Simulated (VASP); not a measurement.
Wanted: the native input for a VASP 6.6.1 run.

```
Task                   : single point
Functional             : PBE
Potentials or basis    : VASP PAW PBE potentials, release 64 (Be, Te)
Cutoff                 : 520 eV
k mesh                 : 8 × 8 × 8
Occupations            : gaussian, width 0.02 eV
Spin                   : no spin polarisation
Dipole correction      : no
Further INCAR settings : ALGO = Normal; EDIFF = 1e-06; NBANDS = 11
```

The structure of BeTe lies in POSCAR:

```
BeTe
1.0
    0.0000000000      2.8313134292      2.8313134292
    2.8313134292      0.0000000000      2.8313134292
    2.8313134292      2.8313134292      0.0000000000
Be Te
1 1
Direct
    0.7500000000      0.7500000000      0.7500000000
    0.0000000000      0.0000000000      0.0000000000
```

The input as run:

INCAR

```
PREC = Accurate
ENCUT = 520
EDIFF = 1E-6
ISMEAR = 0
SIGMA = 0.02
LREAL = False
LASPH = True
NELM = 100
ALGO = Normal
ISIF = 2
LWAVE = False
LCHARG = False
GGA = PE
NBANDS = 11
```

KPOINTS

```
regular mesh
0
Gamma
  8 8 8
```

Potentials or basis: VASP PAW PBE potentials, release 64 (Be, Te).

The run is started by

```bash
$ cat potpaw_PBE.64/Be/POTCAR potpaw_PBE.64/Te/POTCAR > POTCAR
$ mpirun -np 1 vasp_std > vasp.out
```

It gave:

```json
{
 "Pressure": "0.2 GPa",
 "Band gap on the k mesh": "2.01 eV, indirect (least direct gap 3.62 eV)"
}
```

Caveat: spin-orbit coupling is left out, which moves the levels of the heavy elements.

It took 7.4 s on 1 thread of Intel(R) Xeon(R) 6975P-C (Granite Rapids) (shared host), peak memory 0.17 GiB.
